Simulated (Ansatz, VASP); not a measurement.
Two plane-wave programs on ZnPO4

```
CELL_PARAMETERS angstrom
2.52790 3.75319 0.00000
2.52790 -3.75319 0.00000
0.00000 0.00000 -6.62642
ATOMIC_POSITIONS crystal
P 0.35800 0.64200 0.75000
P 0.64200 0.35800 0.25000
Zn 0.00000 0.00000 0.00000
Zn 0.00000 0.00000 0.50000
O 0.70600 0.76600 0.75000
O 0.29400 0.23400 0.25000
O 0.76600 0.70600 0.25000
O 0.23400 0.29400 0.75000
O 0.24600 0.75400 0.93000
O 0.75400 0.24600 0.43000
O 0.75400 0.24600 0.07000
O 0.24600 0.75400 0.57000
```

Alike in both runs: task single point; functional PBE; k mesh 6 × 6 × 4; occupations gaussian, width 0.0146 eV; no spin polarisation.

```csv
,VASP,Ansatz
version,VASP 6.6.1,Ansatz 0.2.0
potentials or method,"VASP PAW PBE potentials, release 64 (P, Zn, O), cutoff 520 eV",PAW plane waves
valence electrons in the cell,82,82
```

|  | VASP | Ansatz | Ansatz less VASP |
| --- | --- | --- | --- |
| rms of the force components (eV/Å) | 2.171 | 2.306 | +0.1348 |

Atom by atom the forces differ by 0.139 eV/Å (rms over components).
